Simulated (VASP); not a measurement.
Write the native input for VASP 6.6.1 that does the following.

```
Task                   : relaxation of cell and atoms
Functional             : PBEsol
Potentials or basis    : VASP PAW PBE potentials, release 64 (Ga_d)
Cutoff                 : 600 eV
k mesh                 : 10 × 10 × 8
Occupations            : fermi-dirac, width 0.05 eV
Spin                   : no spin polarisation
Target pressure        : 2 GPa
Dipole correction      : no
Further INCAR settings : ALGO = Fast; EDIFF = 1e-06; IBRION = 2; EDIFFG = -0.01; NSW = 60; ISIF = 3
```

The structure of Ga lies in POSCAR:

```
Ga
1.0
    1.3830000000     -4.0265000000      0.0000000000
    1.3830000000      4.0265000000      0.0000000000
   -0.1174474948      0.0000000000      3.3299294416
Ga
2
Direct
    0.1310000000      0.8690000000      0.7500000000
    0.8690000000      0.1310000000      0.2500000000
```

One way to write it, as run:

INCAR

```
SYSTEM = Ga
ALGO = Fast
EDIFF = 1E-6
EDIFFG = -0.01
ENCUT = 600
GGA = PS
IBRION = 2
ISIF = 3
ISMEAR = -1
LASPH = .TRUE.
LCHARG = .FALSE.
LREAL = .FALSE.
LWAVE = .FALSE.
NELM = 60
NSW = 60
PREC = Accurate
PSTRESS = 20.0
SIGMA = 0.05
```

KPOINTS

```
k-points
0
G
  10 10 8
  0 0 0
```

Potentials or basis: VASP PAW PBE potentials, release 64 (Ga_d).

Command:

```sh
$ cat potpaw_PBE.64/Ga_d/POTCAR > POTCAR
$ mpirun -np 1 vasp_std > vasp.out
```

Results of the run:

```
Relaxed volume                                         : 17.39 Å³/atom
Relaxed cell                                           : a = 4.227 Å, b = 4.227 Å, c = 3.136 Å, α = 90.33°, β = 90.33°, γ = 141.62°
Space group after relaxing (to 0.05 Å)                 : C2/c (No. 15)
Energy change on relaxing (the enthalpy is what falls) : -9.1 meV/atom
Ionic steps                                            : 18
Pressure after relaxing                                : 2.0 GPa
Band gap on the k mesh                                 : zero (band 13 reaches 11.04 eV, above the bottom of band 14 at 1.60 eV)
```

Caveat: the cell is relaxed towards a set pressure, so the enthalpy falls and the energy may rise; the PAW data sets were made with another functional, which shifts forces and pressure a little.

Wall time 14 min on 1 thread of Intel(R) Xeon(R) 6975P-C (Granite Rapids) (shared host), peak memory 0.31 GiB.
